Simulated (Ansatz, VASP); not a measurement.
**SiP5 in VASP and in Ansatz**

```xyz
6
Lattice="0.0000 3.8711 3.8711 3.8711 0.0000 3.8711 3.8711 3.8711 0.0000" Properties=species:S:1:pos:R:3 pbc="T T T"
Si    0.0000    0.0000    0.0000
P     2.9052    4.8369    2.9052
P     1.9355    1.9355    1.9355
P     4.8369    2.9052    2.9052
P     4.8369    4.8369    4.8369
P     2.9052    2.9052    4.8369
```

Change from the starting cell: species swapped into the Be5Au type (F-43m, No. 216).

Alike in both runs: task relaxation of cell and atoms; functional PBE; k mesh 4 × 4 × 4; occupations gaussian, width 0.1 eV; no spin polarisation.

|  | VASP | Ansatz |
| --- | --- | --- |
| version | VASP 6.6.1 | Ansatz 0.2.0 |
| potentials or method | VASP PAW PBE potentials, release 64 (Si, P), cutoff 600 eV | scalar-relativistic, plane waves, PAW |
| valence electrons in the cell | 29 | 29 |

|  | VASP | Ansatz | Ansatz less VASP |
| --- | --- | --- | --- |
| gap on the k mesh at the Fermi level, each at its own relaxed structure (eV) | none | none | - |
| relaxed volume (Å³/atom) | 15.09 | 15.10 | +0.008 |
| relaxed length of the cell vector where the two differ most in proportion (Å) | 5.041 | 5.042 | +0.0009 |

A gap of «none» marks a metal or a gap that the smearing closes.

Noted on VASP's run: the volume moved by over 15 % at a fixed basis, so the end points are rough.
